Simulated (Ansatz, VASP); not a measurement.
# YbTi3: VASP beside Ansatz

```
Yb Ti
1.0
     0.00000    3.40303    3.40303
     3.40303    0.00000    3.40303
     3.40303    3.40303    0.00000
Yb Ti
1 3
Direct
  0.00000 0.00000 0.00000
  0.50000 0.50000 0.50000
  0.75000 0.75000 0.75000
  0.25000 0.25000 0.25000
```

Change from the starting cell: species swapped into the SmMg3 type (Fm-3m, No. 225).

Alike in both runs: task single point; functional PBE; k mesh 4 × 4 × 4; occupations gaussian, width 0.1 eV; collinear spin.

|  | VASP | Ansatz |
| --- | --- | --- |
| version | VASP 6.6.1 | Ansatz 0.2.0 |
| potentials or method | VASP PAW PBE potentials, release 64 (Yb, Ti_sv), cutoff 520 eV | scalar-relativistic, plane waves, PAW |
| valence electrons in the cell | 60 | 60 |

Ansatz gave:

```
gap on the k mesh at the Fermi level (eV)                     : none
pressure (GPa)                                                : 0.8
net moment per atom (μB)                                      : 0.48
size of the moment on the site where the two differ most (μB) : 0.68
```

Problem. Which values does VASP return?

Solution. gap on the k mesh at the Fermi level (eV): none; pressure (GPa): 0.2; net moment per atom (μB): 0.48; size of the moment on the site where the two differ most (μB): 0.64.

Site moments also hang on the region over which each program counts them. A gap of «none» marks a metal or a gap that the smearing closes.

The k mesh is coarse, so the values compare programs but aren't converged. Spin-orbit coupling is off throughout.
